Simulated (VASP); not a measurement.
Set up this calculation in VASP 6.6.1, as the native input.

```yaml
Task: single point
Functional: PBE
Potentials_or_basis: VASP PAW PBE potentials, release 64 (K_sv, S)
Cutoff: 500 eV
k_mesh: 6 × 6 × 6
Occupations: fermi-dirac, width 0.02 eV
Spin: no spin polarisation
Dipole_correction: no
Further_INCAR_settings: ALGO = Normal; EDIFF = 1e-06; NBANDS = 19
```

The structure of K2S lies in POSCAR:

```
K2S
1.0
    0.0000000000      3.7306299260      3.7306299260
    3.7306299260      0.0000000000      3.7306299260
    3.7306299260      3.7306299260      0.0000000000
K S
2 1
Direct
    0.2500000000      0.2500000000      0.2500000000
    0.7500000000      0.7500000000      0.7500000000
    0.0000000000      0.0000000000      0.0000000000
```

These files were run (other wordings do the same):

INCAR

```
SYSTEM = K2S
PREC = Accurate
ENCUT = 500
EDIFF = 1E-6
ISMEAR = -1
SIGMA = 0.02
LREAL = .FALSE.
LASPH = .TRUE.
NELM = 120
ALGO = Normal
ISIF = 2
LWAVE = .FALSE.
LCHARG = .FALSE.
GGA = PE
NBANDS = 19
GGA_COMPAT = .FALSE.
```

KPOINTS

```
Automatic mesh
0
G
  6 6 6
  0 0 0
```

Potentials or basis: VASP PAW PBE potentials, release 64 (K_sv, S).

Launch:

```sh
$ cat potpaw_PBE.64/K_sv/POTCAR potpaw_PBE.64/S/POTCAR > POTCAR
$ mpirun -np 1 vasp_std > vasp.out
```

Results of the run:

```yaml
Pressure: 0.0 GPa
Band_gap_on_the_k_mesh: 2.32 eV (least direct gap 2.50 eV)
```

Run time: 54 s on 1 thread of Intel Xeon 8259CL, with other jobs on the host, peak memory 0.24 GiB.
